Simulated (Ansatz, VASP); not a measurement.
**One calculation of Ga2O3, two programs**

```
CELL_PARAMETERS angstrom
6.10700 -1.51855 0.00000
6.10700 1.51855 0.00000
-1.38599 0.00000 5.63001
ATOMIC_POSITIONS crystal
Ga 0.09146 0.09146 0.79571
Ga 0.90854 0.90854 0.20429
Ga 0.65923 0.65923 0.31328
Ga 0.34077 0.34077 0.68672
O 0.16900 0.16900 0.10896
O 0.83100 0.83100 0.89104
O 0.17221 0.17221 0.56020
O 0.82779 0.82779 0.43980
O 0.49645 0.49645 0.25364
O 0.50355 0.50355 0.74636
```

Alike in both runs: task single point; functional PBE; k mesh 6 × 6 × 4; no spin polarisation.

|  | VASP | Ansatz |
| --- | --- | --- |
| version | VASP 6.6.1 | Ansatz 0.2.0 |
| potentials or method | VASP PAW PBE potentials, release 64 (Ga_d, O) | scalar-relativistic, plane waves, PAW |
| plane-wave cutoff (eV) | 520 | 420 |
| occupations | gaussian, width 0.01 eV | fixed |
| valence electrons in the cell | 88 | 88 |

Ansatz gave:

```
gap on the k mesh at the Fermi level (eV)                     : 2.40
least direct gap on the mesh (eV)                             : 2.41
pressure (GPa)                                                : 8.4
traceless stress, the component that is largest in VASP (GPa) : -0.36
rms of the force components (eV/Å)                            : 0.001
```

Problem. What did VASP give for the same quantities?

Solution. gap on the k mesh at the Fermi level (eV): 2.39; least direct gap on the mesh (eV): 2.40; pressure (GPa): 9.0; traceless stress, the component that is largest in VASP (GPa): -0.42; rms of the force components (eV/Å): 0.010.

Atom by atom the forces differ by 0.010 eV/Å (rms over components).
